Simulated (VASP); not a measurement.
# SrCl2 (Immm) in VASP: notebook

Runs on SrCl2. Level: PBEsol. Tasks: single point.

All numbers are computed with VASP 6.6.1; they aren't measurements. Logs are shortened: lines on timing, memory, paths and dates and some standing lists are left out, and cuts for length are marked.

### 1 The cell of the first run

It takes space group Immm (No. 71, orthorhombic). The conventional cell has a = 4.560 Å, b = 5.299 Å, c = 6.971 Å, α = 90.00°, β = 90.00°, γ = 90.00°. Within 3.8 Å of Sr (site symmetry mmm) lie 8 Cl at 2.87 to 3.17 Å. Cl (site symmetry mm2) has 4 Sr at 2.87 to 3.17 Å and 6 Cl at 3.49 to 3.50 Å within 3.8 Å.

### 2 Single point, PBEsol (strain -0.1500 x Voigt [0, 0, 0, 0, 1, 0])

INCAR

```
PREC = Accurate
ENCUT = 520
EDIFF = 1E-7
ISMEAR = 0
SIGMA = 0.05
LREAL = F
LASPH = T
NELM = 60
ALGO = Normal
ISIF = 2
LWAVE = F
LCHARG = T
GGA = PS
LELF = T
LVHAR = T
NBANDS = 19
```

KPOINTS

```
Automatic mesh
0
Gamma
  6 6 6
```

POSCAR

```
SrCl2
1.0
   -0.2614125000      3.4855000000      3.4855000000
    3.2240875000      0.0000000000      3.2240875000
    3.4855000000      3.4855000000     -0.2614125000
Sr Cl
1 2
Direct
    0.0000000000      0.0000000000      0.0000000000
    0.2500000000      0.2500000000      0.2500000000
    0.7500000000      0.7500000000      0.7500000000
```

Potentials or basis: VASP PAW PBE potentials, release 64 (Sr_sv, Cl).

Started as:

```bash
$ cat potpaw_PBE.64/Sr_sv/POTCAR potpaw_PBE.64/Cl/POTCAR > POTCAR
$ mpirun -np 1 vasp_std > vasp.out
```

OUTCAR:

```text
PREC = Accurate
   ENCUT = 520
   EDIFF = 1E-7
   ISMEAR = 0
   LREAL = F
   LASPH = T
   NELM = 60
   ISIF = 2
   GGA = PS

 ion  position               nearest neighbor table
   1  0.000  0.000  0.000-   3 2.87   2 2.87   3 2.87   2 2.87   2 3.17   3 3.17   3 3.17   2 3.17

   2  0.250  0.250  0.250-   1 2.87   1 2.87   1 3.17   1 3.17
   3  0.750  0.750  0.750-   1 2.87   1 2.87   1 3.17   1 3.17

  LATTYP: Found a body centered orthorhombic cell.
 ALAT       =     4.5595482688
 B/A-ratio  =     1.1621621622
 C/A-ratio  =     1.5288795269

  Lattice vectors:

 A1 = (   3.4855000000,  -3.4855000000,  -0.2614125000)
 A2 = (  -3.4855000000,  -3.4855000000,   0.2614125000)
 A3 = (   0.2614125000,   3.4855000000,  -3.4855000000)

Analysis of symmetry for initial positions (statically):
=====================================================================
 Subroutine PRICEL returns:
 Original cell was already a primitive cell.

 Routine SETGRP: Setting up the symmetry group for a
 body centered orthorhombic supercell.

 Subroutine GETGRP returns: Found  8 space group operations
 (whereof  8 operations were pure point group operations)
 out of a pool of  8 trial point group operations.

The static configuration has the point symmetry D_2h.

Analysis of symmetry for dynamics (positions and initial velocities):
=====================================================================
 Subroutine PRICEL returns:
 Original cell was already a primitive cell.

 Routine SETGRP: Setting up the symmetry group for a
 body centered orthorhombic supercell.

 Subroutine GETGRP returns: Found  8 space group operations
 (whereof  8 operations were pure point group operations)
 out of a pool of  8 trial point group operations.

The dynamic configuration has the point symmetry D_2h.

 Subroutine INISYM returns: Found  8 space group operations
 (whereof  8 operations are pure point group operations),
 and found     1 'primitive' translations

----------------------------------------------------------------------------------------

                                     Primitive cell

  volume of cell :      84.2123

  direct lattice vectors                    reciprocal lattice vectors
    -0.261412500  3.485500000  3.485500000    -0.133443202  0.143451442  0.133443202
[... 80 lines left out ...]
   ISTART =      0    job   : 0-new  1-cont  2-samecut
   ICHARG =      2    charge: 1-file 2-atom 10-const
   ISPIN  =      1    spin polarized calculation?
   LNONCOLLINEAR =      F non collinear calculations
   LSORBIT =      F    spin-orbit coupling
   LASPH  =      T    aspherical Exc in radial PAW
   ENCUT  =  520.0 eV  38.22 Ry    6.18 a.u.   9.18  8.48  9.18*2*pi/ulx,y,z
   NELM   =     60;   NELMIN=  2; NELMDL= -5     # of ELM steps
   EDIFF  = 0.1E-06   stopping-criterion for ELM
   LREAL  =      F    real-space projection
   EDIFFG = 0.1E-05   stopping-criterion for IOM
   NSW    =      0    number of steps for IOM
   IBRION =     -1    ionic relax: 0-MD 1-quasi-New 2-CG
   NFREE  =      0    steps in history (QN), initial steepest desc. (CG)
   ISIF   =      2    stress and relaxation
   ISYM   =      2    0-nonsym 1-usesym 2-fastsym
   POTIM  = 0.5000    time-step for ionic-motion
   TEBEG  =    0.0;   TEEND  =   0.0 temperature during run
   PSTRESS=    0.0 pullay stress
   NELECT =      24.0000    total number of electrons
   NUPDOWN=      -1.0000    fix difference up-down
   EMIN   =  10.00;   EMAX   =-10.00  energy-range for DOS
   EFERMI =   0.00;   METHOD = LEGACY
   ISMEAR =     0;   SIGMA  =   0.05  broadening in eV -4-tet -1-fermi 0-gaus
   EFERMI_NEDOS =   21; number of points for ismear=-14 and -15
   IALGO  =     38    algorithm
   IMIX   =      4    mixing-type and parameters
     AMIX     =   0.40;   BMIX     =  1.00
     AMIX_MAG =   1.60;   BMIX_MAG =  1.00
  volume/ion in A,a.u.               =      28.07       189.43
  Fermi-wavevector in a.u.,A,eV,Ry     =   1.077342  2.035880 15.791805  1.160665
  Thomas-Fermi vector in A             =   2.213251
   LORBIT       =      0    0 simple, 1 ext, 2 COOP (PROOUT), +10 PAW based schemes
   GGA     = PS    functional components
   LHFCALC =     F    Hartree Fock is set to
   AEXX    =    0.0000 exact exchange contribution
   IVDW    =     0    specifies the selected vdW correction
   LEPSILON=     F    determine dielectric tensor
   LRPA    =     F    only Hartree local field effects (RPA)
 non-spin polarized calculation
 Gauss-broadening in eV      SIGMA  =   0.05
  energy-cutoff  :      520.00
  volume of cell :       84.21
 maximum number of plane-waves:      2286
 NGX is ok and might be reduce to    40
   NGX = 19   NGY = 17   NGZ = 19

 number of electron      24.0000003 magnetization

 Free energy of the ion-electron system (eV)
  ---------------------------------------------------
  ext. energy  EPLUGINS =         0.00000000
  ---------------------------------------------------
  free energy    TOTEN  =       -13.25134723 eV

  energy without entropy =      -13.25134723  energy(sigma->0) =      -13.25134723

 E-fermi :   0.3782     XC(G=0):  -8.5198

 val. band max:        0.0871721692   @ k =   0.5000   0.0000   0.5000
 cond. band min:       5.2566125558   @ k =   0.0000   0.0000   0.0000
 fundamental gap:      5.1694403866
 Fermi energy:         0.3781595935

 k-point     1 :       0.0000    0.0000    0.0000
  band No.  band energies     occupation
      1     -32.5951      2.00000
      2     -14.6875      2.00000
      3     -14.6327      2.00000
      4     -14.6265      2.00000
      5     -13.2053      2.00000
      6     -12.2702      2.00000
[... 505 lines left out ...]
      6     -12.3662      2.00000
[... 11 lines left out ...]
     18       9.0581      0.00000
     19       9.5829      0.00000

 [... further k-points ...]
[... 5 lines left out ...]
  --------------------------------------------------------------------------------------
  -------------------------------------------------------------------------------------
  Total        0.0984181      0.2024540      0.0984181      0.0000000      0.0000000      1.2045423
  in kB        1.8724503      3.8517793      1.8724503      0.0000000      0.0000000     22.9169697
  external PRESSURE =       2.5322266 kB  Pullay stress =       0.0000000 kB

 VOLUME and BASIS-vectors are now :
 -----------------------------------------------------------------------------
  energy-cutoff  :      520.00
  volume of cell :       84.21
      direct lattice vectors                 reciprocal lattice vectors
    -0.261412500  3.485500000  3.485500000    -0.133443202  0.143451442  0.133443202
     3.224087500  0.000000000  3.224087500     0.155082640 -0.143451442  0.155082640
     3.485500000  3.485500000 -0.261412500     0.133443202  0.143451442 -0.133443202

 POSITION                                       TOTAL-FORCE (eV/Angst)
 -----------------------------------------------------------------------------------
      0.00000      0.00000      0.00000         0.000000      0.000000     -0.000000
      1.61204      1.74275      1.61204         0.000000      0.366504      0.000000
      4.83613      5.22825      4.83613        -0.000000     -0.366504     -0.000000
 -----------------------------------------------------------------------------------
    total drift:                               -0.000000     -0.000000      0.000000

  FREE ENERGIE OF THE ION-ELECTRON SYSTEM (eV)
  ---------------------------------------------------
  free  energy   TOTEN  =       -13.2513472335 eV

  energy  without entropy=      -13.2513472335  energy(sigma->0) =      -13.25134723
```

OSZICAR:

```text
N       E                     dE             d eps       ncg     rms          rms(c)
DAV:   1     0.140891939689E+03    0.14089E+03   -0.11470E+04  1748   0.113E+03
DAV:   2    -0.408255665533E+01   -0.14497E+03   -0.13943E+03  2319   0.221E+02
DAV:   3    -0.132211224880E+02   -0.91386E+01   -0.91062E+01  2337   0.551E+01
DAV:   4    -0.134951365327E+02   -0.27401E+00   -0.27359E+00  2842   0.820E+00
DAV:   5    -0.134980436424E+02   -0.29071E-02   -0.29067E-02  2428   0.798E-01    0.155E+01
DAV:   6    -0.132457823478E+02    0.25226E+00   -0.49752E-01  2044   0.388E+00    0.963E+00
DAV:   7    -0.132478342071E+02   -0.20519E-02   -0.33915E-01  2367   0.349E+00    0.160E+00
DAV:   8    -0.132487392188E+02   -0.90501E-03   -0.52569E-02  2042   0.123E+00    0.390E-01
DAV:   9    -0.132498696942E+02   -0.11305E-02   -0.17264E-03  2258   0.262E-01    0.138E-01
DAV:  10    -0.132510443077E+02   -0.11746E-02   -0.66830E-04  1974   0.132E-01    0.305E-02
DAV:  11    -0.132513054866E+02   -0.26118E-03   -0.19781E-04  2214   0.665E-02    0.313E-02
DAV:  12    -0.132513418220E+02   -0.36335E-04   -0.34222E-05  2076   0.271E-02    0.592E-03
DAV:  13    -0.132513463643E+02   -0.45423E-05   -0.49594E-06  2256   0.109E-02    0.342E-03
DAV:  14    -0.132513471506E+02   -0.78629E-06   -0.89650E-07  2048   0.453E-03    0.160E-03
DAV:  15    -0.132513472335E+02   -0.82965E-07   -0.99618E-08  2123   0.161E-03
   1 F= -.13251347E+02 E0= -.13251347E+02  d E =-.297098E-18
```

stdout:

```text
POSCAR found type information on POSCAR SrCl
 POSCAR found :  2 types and       3 ions
 scaLAPACK will be used
 -----------------------------------------------------------------------------
|                                                                             |
|                                                                             |
|     You enforced a specific xc type in the INCAR file but a different       |
|     I HOPE YOU KNOW WHAT YOU ARE DOING!                                     |
|                                                                             |
 -----------------------------------------------------------------------------

 LDA part: xc-table for (Slater+PW92), standard interpolation
 POSCAR, INCAR and KPOINTS ok, starting setup
 FFT: planning ... GRIDC
 FFT: planning ... GRID_SOFT
 FFT: planning ... GRID
 WAVECAR not read
 entering main loop
```

Run time: 48 s. Hardware: 1 thread of Intel Xeon 6975P-C, shared host; peak memory 0.26 GiB.

Results:

- Free energy: -13.2513 eV
- Pressure: 0.3 GPa
- Largest force: 0.367 eV/Å
- Band gap on the k mesh: 5.17 eV, indirect (least direct gap 5.39 eV)

Forces in eV/Å, atoms in the order of the input:
```
Sr   0.000  0.000  0.000
Cl   0.000  0.367  0.000
Cl   0.000 -0.367  0.000
```

Caveat: the cell differs from its parent crystal (strain -0.1500 x Voigt [0, 0, 0, 0, 1, 0]); the PAW data sets were made with another functional, which shifts forces and pressure a little.

### 3 Single point, PBEsol (strain +0.1125 x Voigt [0, 0, 0, 0, 1, 0])

INCAR

```
PREC = Accurate
ENCUT = 520
EDIFF = 1E-6
ISMEAR = 0
SIGMA = 0.05
LREAL = False
LASPH = True
NELM = 80
ALGO = Normal
ISIF = 2
LWAVE = False
LCHARG = False
GGA = PS
NBANDS = 19
```

KPOINTS is that of step 2.

POSCAR

```
SrCl2
1.0
    0.1960593750      3.4855000000      3.4855000000
    3.6815593750      0.0000000000      3.6815593750
    3.4855000000      3.4855000000      0.1960593750
Sr Cl
1 2
Direct
    0.0000000000      0.0000000000      0.0000000000
    0.2500000000      0.2500000000      0.2500000000
    0.7500000000      0.7500000000      0.7500000000
```

Potentials or basis: VASP PAW PBE potentials, release 64 (Sr_sv, Cl).

Started as:

```bash
$ cat potpaw_PBE.64/Sr_sv/POTCAR potpaw_PBE.64/Cl/POTCAR > POTCAR
$ mpirun -np 1 vasp_std > vasp.out
```

Wall time 58 s (1 thread of Intel Xeon 6975P-C, shared host); peak memory 0.27 GiB.

The run converged. Its results:

```yaml
Free_energy: -13.2905 eV
Pressure: -0.2 GPa
Largest_force: 0.263 eV/Å
Band_gap_on_the_k_mesh: 5.16 eV, indirect (least direct gap 5.40 eV)
```

Forces in eV/Å, atoms in the order of the input:
```
Sr   0.000  0.000  0.000
Cl   0.000 -0.263  0.000
Cl   0.000  0.263  0.000
```

Stress tensor (GPa, compression positive):
```
-0.27  0.00 -1.66
 0.00 -0.17  0.00
-1.66  0.00 -0.27
```

Levels at points of the mesh, in eV from the valence-band top:
| k point | band 9 | band 10 | band 11 | band 12 | band 13 | band 14 | band 15 | band 16 |
| --- | --- | --- | --- | --- | --- | --- | --- | --- |
| (0.00, 0.00, 0.00) | -2.11 | -0.40 | -0.34 | -0.25 | 5.16 | 5.97 | 6.06 | 8.33 |
| (0.50, 0.00, 0.00) | -1.56 | -1.33 | -1.11 | -1.04 | 6.55 | 6.91 | 7.53 | 7.77 |
| (0.00, 0.50, 0.00) | -1.46 | -1.36 | -1.05 | -0.97 | 6.43 | 6.75 | 7.30 | 7.72 |
| (0.50, 0.50, 0.00) | -1.88 | -0.44 | -0.43 | -0.01 | 5.40 | 6.82 | 7.58 | 7.96 |
| (0.50, 0.00, 0.50) | -1.70 | -0.68 | -0.15 | 0.00 | 5.40 | 6.91 | 7.58 | 7.66 |

Caveat: the cell differs from its parent crystal (strain +0.1125 x Voigt [0, 0, 0, 0, 1, 0]); the PAW data sets were made with another functional, which shifts forces and pressure a little. A k mesh can miss the band edges.

(Continued in part 2 of 2.)
